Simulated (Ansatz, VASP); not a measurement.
# HPbNO4 in VASP and in Ansatz

INCAR

```
SYSTEM = HPbNO4
ALGO     = Normal         ! electronic algorithm
EDIFF    = 1E-6           ! SCF threshold, eV
ENCUT    = 520            ! plane-wave cutoff, eV
GGA      = CA             ! functional
ISIF     = 2              ! what is computed and relaxed
ISMEAR   = -1             ! smearing method
LASPH    = .TRUE.         ! aspherical terms in the spheres
LCHARG   = .FALSE.        ! write CHGCAR
LREAL    = .FALSE.        ! projectors in reciprocal space
LWAVE    = .FALSE.        ! write WAVECAR
NBANDS   = 31             ! bands
NELM     = 100            ! most SCF steps
PREC     = Accurate       ! precision mode
SIGMA    = 0.05           ! smearing width, eV
```

The input KPOINTS:

```
k-points
0
G
  5 4 4
  0 0 0
```

Contents of POSCAR:

```
HPbNO4
1.0
    3.8570700000      0.0017800000     -0.0365800000
    0.1735300000      4.3343600000     -0.0164700000
    0.7580300000      0.8387300000      5.8766200000
H Pb N O
1 1 1 4
Direct
    0.6151100000      0.8955900000      0.1984400000
    0.6459700000      0.4465100000      0.9168500000
    0.7147400000      0.2381000000      0.5005800000
    0.1695800000      0.4700700000      0.7776800000
    0.6291900000      0.9704500000      0.4984500000
    0.5642400000      0.9258300000      0.0384900000
    0.7802200000      0.4225000000      0.3195100000
```

The input input.yaml:

```yaml
crystal:
  lattice:
    - [3.85707, 0.00178, -0.03658]
    - [0.17353, 4.33436, -0.01647]
    - [0.75803, 0.83873, 5.87662]
  atoms:
    - { symbol: H, position: [0.61511, 0.89559, 0.19844] }
    - { symbol: Pb, position: [0.64597, 0.44651, 0.91685] }
    - { symbol: "N", position: [0.71474, 0.2381, 0.50058] }
    - { symbol: O, position: [0.16958, 0.47007, 0.77768] }
    - { symbol: O, position: [0.62919, 0.97045, 0.49845] }
    - { symbol: O, position: [0.56424, 0.92583, 0.03849] }
    - { symbol: O, position: [0.78022, 0.4225, 0.31951] }
kpoints:
  mp_grid: { grid: [5, 4, 4] }
  band_path:
    path: [[0.5, 0.0, 0.0], [0.0, 0.0, 0.0], [0.0, 0.5, 0.0]]
    npoints: 12
scf:
  occupations: { method: fermi_dirac, width: 0.05 }
hamiltonian:
  xc: lda
  pseudopotentials: { kind: all_electron, lapw: { basis_error: 0.002 } }
output:
  forces: true
  stress: true
  eigenvalues: true
```

Alike in both runs: functional LDA; k mesh 5 × 4 × 4; occupations fermi-dirac, width 0.05 eV; no spin polarisation.

```csv
,VASP,Ansatz
version,VASP 6.6.1,Ansatz 0.2.0
potentials or method,"VASP PAW LDA potentials, release 64 (H, Pb_d, N, O), cutoff 520 eV","all-electron LAPW, scalar-relativistic"
task,single point,band structure
```

Ansatz gave:

| Property | Result |
| --- | --- |
| gap on the k mesh at the Fermi level (eV) | 0.27 |
| least direct gap on the mesh (eV) | 0.48 |
| pressure (GPa) | -6.2 |
| traceless stress, the component that is largest in VASP (GPa) | -1.39 |
| rms of the force components (eV/Å) | 0.339 |

Problem. Estimate VASP's values.

Solution. gap on the k mesh at the Fermi level (eV): 0.28; least direct gap on the mesh (eV): 0.48; pressure (GPa): -5.5; traceless stress, the component that is largest in VASP (GPa): -0.77; rms of the force components (eV/Å): 0.201.

LDA's correlation is that of Perdew and Zunger in VASP and of Perdew and Wang (1992) in Ansatz. Atom by atom the forces differ by 0.242 eV/Å (rms over components). One of these differences is far larger than is usual between the two programs; its cause wasn't traced. Ansatz ran all-electron here, and VASP with PAW potentials.

Neither program's run includes spin-orbit coupling. Noted on VASP's run: the standard files for N, O and F lose accuracy on very short bonds.
